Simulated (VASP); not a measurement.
# Ta3Ga (Pm-3m) in VASP: relaxation of cell and atoms with PBE

Aim: the relaxation of cell and atoms of Ta3Ga with PBE.

All numbers are computed with VASP 6.6.1; they aren't measurements. Logs are shortened: lines on timing, memory, paths and dates and some standing lists are left out, and cuts for length are marked.

## Step 1: The cell of the first run

Symmetry: Pm-3m, No. 221, cubic system. The conventional cell has a = 4.124 Å, b = 4.124 Å, c = 4.124 Å, α = 90.00°, β = 90.00°, γ = 90.00°. Within 3.8 Å of Ta (site symmetry 4/mmm) lie 8 Ta at 2.92 Å and 4 Ga at 2.92 Å. Within 3.8 Å of Ga (site symmetry m-3m) lie 12 Ta at 2.92 Å.

## Step 2: Relaxation of cell and atoms, PBE

The input, INCAR:

```
SYSTEM = Ta3Ga
PREC     = Accurate       ! precision mode
ENCUT    = 600            ! plane-wave cutoff, eV
EDIFF    = 1E-6           ! SCF threshold, eV
ISMEAR   = 0              ! smearing method
SIGMA    = 0.1            ! smearing width, eV
LREAL    = .False.        ! projectors in reciprocal space
LASPH    = .True.         ! aspherical terms in the spheres
NELM     = 80             ! most SCF steps
ALGO     = Fast           ! electronic algorithm
ISIF     = 3              ! what is computed and relaxed
LWAVE    = .False.        ! write WAVECAR
LCHARG   = .False.        ! write CHGCAR
GGA      = PE             ! functional
IBRION   = 2              ! ionic algorithm
NSW      = 100            ! ionic steps
EDIFFG   = -0.01          ! ionic threshold
```

The input, KPOINTS:

```
Automatic mesh
0
Gamma
  12 12 12
  0 0 0
```

The input, POSCAR:

```
Ta3Ga
1.0
    4.1236237777      0.0000000000      0.0000000000
    0.0000000000      4.1236237777      0.0000000000
    0.0000000000      0.0000000000      4.1236237777
Ta Ga
3 1
Direct
    0.0000000000      0.5000000000      0.5000000000
    0.5000000000      0.0000000000      0.5000000000
    0.5000000000      0.5000000000      0.0000000000
    0.0000000000      0.0000000000      0.0000000000
```

Potentials or basis: VASP PAW PBE potentials, release 64 (Ta_pv, Ga_d).

Launch:

```bash
$ cat potpaw_PBE.64/Ta_pv/POTCAR potpaw_PBE.64/Ga_d/POTCAR > POTCAR
$ mpirun -np 1 vasp_std > vasp.out
```

OUTCAR:

```text
SYSTEM = Ta3Ga
   PREC = Accurate
   ENCUT = 600
   EDIFF = 1E-6
   ISMEAR = 0
   LREAL = .False.
   LASPH = .True.
   NELM = 80
   ISIF = 3
   GGA = PE
   IBRION = 2
   NSW = 100
   EDIFFG = -0.01

 ion  position               nearest neighbor table
   1  0.000  0.500  0.500-   2 2.92   3 2.92   4 2.92   3 2.92   4 2.92   2 2.92   4 2.92   4 2.92
                             2 2.92   3 2.92   3 2.92   2 2.92
   2  0.500  0.000  0.500-   1 2.92   3 2.92   4 2.92   3 2.92   4 2.92   1 2.92   3 2.92   3 2.92
                             1 2.92   4 2.92   4 2.92   1 2.92
   3  0.500  0.500  0.000-   1 2.92   2 2.92   4 2.92   1 2.92   2 2.92   2 2.92   4 2.92   2 2.92
                             1 2.92   4 2.92   1 2.92   4 2.92
   4  0.000  0.000  0.000-   1 2.92   2 2.92   3 2.92   1 2.92   2 2.92   1 2.92   3 2.92   1 2.92
                             2 2.92   3 2.92   2 2.92   3 2.92

  LATTYP: Found a simple cubic cell.
 ALAT       =     4.1236237777

  Lattice vectors:

 A1 = (   4.1236237777,   0.0000000000,   0.0000000000)
 A2 = (   0.0000000000,   4.1236237777,   0.0000000000)
 A3 = (   0.0000000000,   0.0000000000,   4.1236237777)

Analysis of symmetry for initial positions (statically):
=====================================================================
 Subroutine PRICEL returns:
 Original cell was already a primitive cell.

 Routine SETGRP: Setting up the symmetry group for a
 simple cubic supercell.

 Subroutine GETGRP returns: Found 48 space group operations
 (whereof 48 operations were pure point group operations)
 out of a pool of 48 trial point group operations.

The static configuration has the point symmetry O_h .

Analysis of symmetry for dynamics (positions and initial velocities):
=====================================================================
 Subroutine PRICEL returns:
 Original cell was already a primitive cell.

 Routine SETGRP: Setting up the symmetry group for a
 simple cubic supercell.

 Subroutine GETGRP returns: Found 48 space group operations
 (whereof 48 operations were pure point group operations)
 out of a pool of 48 trial point group operations.

The dynamic configuration has the point symmetry O_h .

 Subroutine INISYM returns: Found 48 space group operations
 (whereof 48 operations are pure point group operations),
 and found     1 'primitive' translations

----------------------------------------------------------------------------------------

                                     Primitive cell

  volume of cell :      70.1192

  direct lattice vectors                    reciprocal lattice vectors
     4.123623778  0.000000000  0.000000000     0.242505149  0.000000000  0.000000000
     0.000000000  4.123623778  0.000000000     0.000000000  0.242505149  0.000000000
     0.000000000  0.000000000  4.123623778     0.000000000  0.000000000  0.242505149

  length of vectors
     4.123623778  4.123623778  4.123623778     0.242505149  0.242505149  0.242505149

  position of ions in fractional coordinates (direct lattice)
     0.000000000  0.500000000  0.500000000
     0.500000000  0.000000000  0.500000000
     0.500000000  0.500000000  0.000000000
     0.000000000  0.000000000  0.000000000

  ion indices of the primitive-cell ions
   primitive index   ion index
                 1           1
                 2           2
                 3           3
                 4           4

----------------------------------------------------------------------------------------

 KPOINTS: Automatic mesh

Automatic generation of k-mesh.
 Grid dimensions read from file:
 generate k-points for:   12   12   12

 Generating k-lattice:

  Cartesian coordinates                     Fractional coordinates (reciprocal lattice)
     0.020208762  0.000000000  0.000000000     0.083333333  0.000000000  0.000000000
     0.000000000  0.020208762  0.000000000     0.000000000  0.083333333  0.000000000
     0.000000000  0.000000000  0.020208762     0.000000000  0.000000000  0.083333333

  Length of vectors
     0.020208762  0.020208762  0.020208762

  Shift w.r.t. Gamma in fractional coordinates (k-lattice)
     0.000000000  0.000000000  0.000000000

 Subroutine IBZKPT returns following result:
 ===========================================

 Found     84 irreducible k-points:

 Following reciprocal coordinates:
            Coordinates               Weight
  0.000000  0.000000  0.000000      1.000000
  0.083333  0.000000  0.000000      6.000000
  0.166667  0.000000  0.000000      6.000000
  0.250000  0.000000  0.000000      6.000000
  0.333333  0.000000  0.000000      6.000000
  0.416667  0.000000  0.000000      6.000000
[... 16 lines left out ...]
  0.333333  0.333333  0.000000     12.000000
  0.416667  0.333333  0.000000     24.000000
 [... further k-points ...]
   k-points           NKPTS =     84   k-points in BZ     NKDIM =     84   number of bands    NBANDS=     27
   number of dos      NEDOS =    301   number of ions     NIONS =      4
   total plane-waves  NPLWV =  46656
   dimension x,y,z NGX =    36 NGY =   36 NGZ =   36
   dimension x,y,z NGXF=    72 NGYF=   72 NGZF=   72
   ions per type =               3   1
   NGX,Y,Z   is equivalent  to a cutoff of  14.51, 14.51, 14.51 a.u.
   NGXF,Y,Z  is equivalent  to a cutoff of  29.03, 29.03, 29.03 a.u.
 SYSTEM =  Ta3Ga
   PREC   = accura    normal or accurate (medium, high low for compatibility)
   ISTART =      0    job   : 0-new  1-cont  2-samecut
   ICHARG =      2    charge: 1-file 2-atom 10-const
   ISPIN  =      1    spin polarized calculation?
   LNONCOLLINEAR =      F non collinear calculations
   LSORBIT =      F    spin-orbit coupling
   LASPH  =      T    aspherical Exc in radial PAW
   ENCUT  =  600.0 eV  44.10 Ry    6.64 a.u.   8.24  8.24  8.24*2*pi/ulx,y,z
   NELM   =     80;   NELMIN=  2; NELMDL= -5     # of ELM steps
   EDIFF  = 0.1E-05   stopping-criterion for ELM
   LREAL  =      F    real-space projection
   EDIFFG = -.1E-01   stopping-criterion for IOM
   NSW    =    100    number of steps for IOM
   IBRION =      2    ionic relax: 0-MD 1-quasi-New 2-CG
   NFREE  =      1    steps in history (QN), initial steepest desc. (CG)
   ISIF   =      3    stress and relaxation
   ISYM   =      2    0-nonsym 1-usesym 2-fastsym
   POTIM  = 0.5000    time-step for ionic-motion
   TEBEG  =    0.0;   TEEND  =   0.0 temperature during run
   PSTRESS=    0.0 pullay stress
   NELECT =      46.0000    total number of electrons
   NUPDOWN=      -1.0000    fix difference up-down
   EMIN   =  10.00;   EMAX   =-10.00  energy-range for DOS
   EFERMI =   0.00;   METHOD = LEGACY
   ISMEAR =     0;   SIGMA  =   0.10  broadening in eV -4-tet -1-fermi 0-gaus
   EFERMI_NEDOS =   21; number of points for ismear=-14 and -15
   IALGO  =     68    algorithm
   IMIX   =      4    mixing-type and parameters
     AMIX     =   0.40;   BMIX     =  1.00
     AMIX_MAG =   1.60;   BMIX_MAG =  1.00
  volume/ion in A,a.u.               =      17.53       118.30
  Fermi-wavevector in a.u.,A,eV,Ry     =   1.422487  2.688111 27.530983  2.023470
  Thomas-Fermi vector in A             =   2.543186
   LORBIT       =      0    0 simple, 1 ext, 2 COOP (PROOUT), +10 PAW based schemes
   GGA     = PE    functional components
   LHFCALC =     F    Hartree Fock is set to
   AEXX    =    0.0000 exact exchange contribution
   IVDW    =     0    specifies the selected vdW correction
   LEPSILON=     F    determine dielectric tensor
   LRPA    =     F    only Hartree local field effects (RPA)
 conjugate gradient relaxation of ions
 non-spin polarized calculation
 RMM-DIIS sequential band-by-band and
 Gauss-broadening in eV      SIGMA  =   0.10
  energy-cutoff  :      600.00
  volume of cell :       70.12
 maximum number of plane-waves:      2364
 NGX is ok and might be reduce to    36
   NGX = 17   NGY = 17   NGZ = 17

--------------------------------------- Ionic step        1  -------------------------------------------

 number of electron      46.0000003 magnetization

 Free energy of the ion-electron system (eV)
  ---------------------------------------------------
  ext. energy  EPLUGINS =         0.00000000
  ---------------------------------------------------
  free energy    TOTEN  =       -38.48745611 eV

  energy without entropy =      -38.45922474  energy(sigma->0) =      -38.47334043

------------------------ aborting loop because EDIFF is reached ----------------------------------------

  FORCE on cell =-STRESS in cart. coord.  units (eV):
  Direction    XX          YY          ZZ          XY          YZ          ZX
  --------------------------------------------------------------------------------------
  -------------------------------------------------------------------------------------
  Total       -0.2129099     -0.2129099     -0.2129099      0.0000000     -0.0000000      0.0000000
  in kB       -4.8648497     -4.8648497     -4.8648497      0.0000000     -0.0000000      0.0000000
  external PRESSURE =      -4.8648497 kB  Pullay stress =       0.0000000 kB
[... 61 lines left out ...]
  energy  without entropy=      -38.4589483563  energy(sigma->0) =      -38.47288425

--------------------------------------- Ionic step        3  -------------------------------------------

 number of electron      46.0000004 magnetization

 Free energy of the ion-electron system (eV)
  ---------------------------------------------------
  ext. energy  EPLUGINS =         0.00000000
  ---------------------------------------------------
  free energy    TOTEN  =       -38.48776161 eV

  energy without entropy =      -38.45966442  energy(sigma->0) =      -38.47371301

 E-fermi :   6.1504     XC(G=0): -12.4595

 val. band max:        6.1422885273   @ k =   0.4167   0.4167   0.3333
 cond. band min:       6.1558066661   @ k =   0.2500   0.2500   0.1667
 fundamental gap:      0.0135181389
 Fermi energy:         6.1503800400

 k-point     1 :       0.0000    0.0000    0.0000
  band No.  band energies     occupation
      1     -28.3562      2.00000
      2     -28.3562      2.00000
      3     -28.3562      2.00000
      4     -27.8897      2.00000
      5     -27.8897      2.00000
      6     -27.8897      2.00000
[... 709 lines left out ...]
     26       7.6400      0.00000
     27       8.5757      0.00000

 [... further k-points ...]

------------------------ aborting loop because EDIFF is reached ----------------------------------------

  FORCE on cell =-STRESS in cart. coord.  units (eV):
  Direction    XX          YY          ZZ          XY          YZ          ZX
  --------------------------------------------------------------------------------------
  -------------------------------------------------------------------------------------
  Total        0.0020023      0.0020023      0.0020023      0.0000000      0.0000000     -0.0000000
  in kB        0.0458819      0.0458819      0.0458819      0.0000000      0.0000000     -0.0000000
  external PRESSURE =       0.0458819 kB  Pullay stress =       0.0000000 kB
[... 19 lines left out ...]
  FREE ENERGIE OF THE ION-ELECTRON SYSTEM (eV)
  ---------------------------------------------------
  free  energy   TOTEN  =       -38.4877616059 eV

  energy  without entropy=      -38.4596644212  energy(sigma->0) =      -38.47371301

 reached required accuracy - stopping structural energy minimisation
```

Run time: 4.1 min. Hardware: 1 thread of Intel Xeon 6975P-C (Granite Rapids), shared host; peak memory 0.34 GiB.

Results:

```
Free energy                           : -38.4878 eV
Relaxed volume                        : 17.48 Å³/atom
Relaxed cell                          : a = 4.120 Å, b = 4.120 Å, c = 4.120 Å, α = 90.00°, β = 90.00°, γ = 90.00°
Space group after relaxing (to 0.1 Å) : Pm-3m (No. 221)
Energy gained by relaxing             : 0.1 meV/atom
Ionic steps                           : 3
Pressure after relaxing               : 0.0 GPa
Band gap on the k mesh                : zero (bands 23 and 24 overlap by 0.84 eV)
```

The path:
```tsv
step	energy change (eV)	largest force (eV/Å)	pressure (GPa)	volume (Å³)
1	0.0000	0.0000	-0.49	70.12
2	0.0006	0.0000	0.92	69.58
3	-0.0003	0.0000	0.00	69.92
```

Final structure:
```cif
data_structure
_symmetry_space_group_name_H-M 'P 1'
_symmetry_Int_Tables_number 1
_cell_length_a 4.1197
_cell_length_b 4.1197
_cell_length_c 4.1197
_cell_angle_alpha 90.000
_cell_angle_beta 90.000
_cell_angle_gamma 90.000
_cell_volume 69.92
loop_
_atom_site_label
_atom_site_type_symbol
_atom_site_fract_x
_atom_site_fract_y
_atom_site_fract_z
_atom_site_occupancy
Ta1 Ta 0.00000 0.50000 0.50000 1
Ta2 Ta 0.50000 0.00000 0.50000 1
Ta3 Ta 0.50000 0.50000 0.00000 1
Ga1 Ga 0.00000 0.00000 0.00000 1
```

Caveat: spin-orbit coupling is left out, which moves the levels of the heavy elements.
